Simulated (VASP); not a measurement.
Runs of VASP 6.6.1 on SiC. The structure is that of space group F-43m (No. 216), or close to it. The cells are those of the table. 

| cell | gap on the mesh (eV) | pressure (GPa) |
| --- | --- | --- |
| a = 3.144, b = 3.144, c = 3.121 Å, angles 60.2, 60.2, 59.5°, 2 atoms | 1.33 | -7.5 |
| a = 3.052, b = 3.052, c = 3.028 Å, angles 60.3, 60.3, 59.5°, 2 atoms | 1.24 | 12.2 |
| a = 3.005, b = 3.005, c = 2.982 Å, angles 60.3, 60.3, 59.5°, 2 atoms | 1.19 | (c) |
| a = 3.075, b = 3.075, c = 3.028 Å, angles 60.5, 60.5, 59.0°, 2 atoms | 1.18 | 8.4 |
| a = 3.098, b = 3.098, c = 3.121 Å, angles 59.8, 59.8, 60.5°, 2 atoms | (d) | (b) |
| a = 3.028 Å, angles 60.0°, 2 atoms | 1.31 | (a) |
| a = 3.121 Å, angles 60.0°, 2 atoms | 1.39 | -4.7 |
| a = 3.029, b = 3.029, c = 3.075 Å, angles 59.5, 59.5, 61.0°, 2 atoms | 1.00 | 12.2 |

Alike in all rows: task single point; level PBE; potentials or basis VASP PAW PBE potentials, release 64 (Si, C); no spin polarisation; k mesh 12 × 12 × 12; cutoff (eV) 520; smearing gaussian 0.05 eV.

Task: Estimate the missing entries.

Result: (a) 16.2; (b) -1.7; (c) 25.0; (d) 1.22.

A k mesh can miss the band edges.
